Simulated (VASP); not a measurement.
Hg: single point with PBEsol

Hg:

```xyz
1
Lattice="-1.8601 1.8601 1.8601 1.8601 -1.8601 1.8601 1.8601 1.8601 -1.8601" Properties=species:S:1:pos:R:3 pbc="T T T"
Hg    0.0000    0.0000    0.0000
```

This cell differs from its parent crystal: volume scaled by 1.08.

```yaml
Program: VASP 6.6.1
Task: single point
Functional: PBEsol
Potentials_or_basis: VASP PAW PBE potentials, release 64 (Hg)
Cutoff: 520 eV
k_mesh: 14 × 14 × 14
Occupations: fermi-dirac, width 0.1 eV
Spin: no spin polarisation
Dipole_correction: no
Further_INCAR_settings: ALGO = Normal; EDIFF = 1e-06; NBANDS = 12
```

```
Pressure               : -1.7 GPa
Band gap on the k mesh : zero (band 6 reaches 4.50 eV, above the bottom of band 7 at 0.81 eV)
```

Levels at points of the mesh, in eV from the Fermi level:
```tsv
k point	band 4	band 5	band 6	band 7	band 8	band 9
(0.00, 0.00, 0.00)	-6.64	-5.88	-5.88	14.99	14.99	14.99
(0.50, 0.00, 0.00)	-5.84	-5.33	-1.29	-0.93	9.14	9.98
(0.50, 0.50, 0.50)	-5.46	-5.46	2.76	3.93	3.93	3.93
```

Run time: 7 s on 1 thread of Intel(R) Xeon(R) 6975P-C (Granite Rapids), with other jobs on the host, peak memory 0.16 GiB.

Caveat: the PAW data sets were made with another functional, which shifts forces and pressure a little; spin-orbit coupling is left out, which moves the levels of the heavy elements.
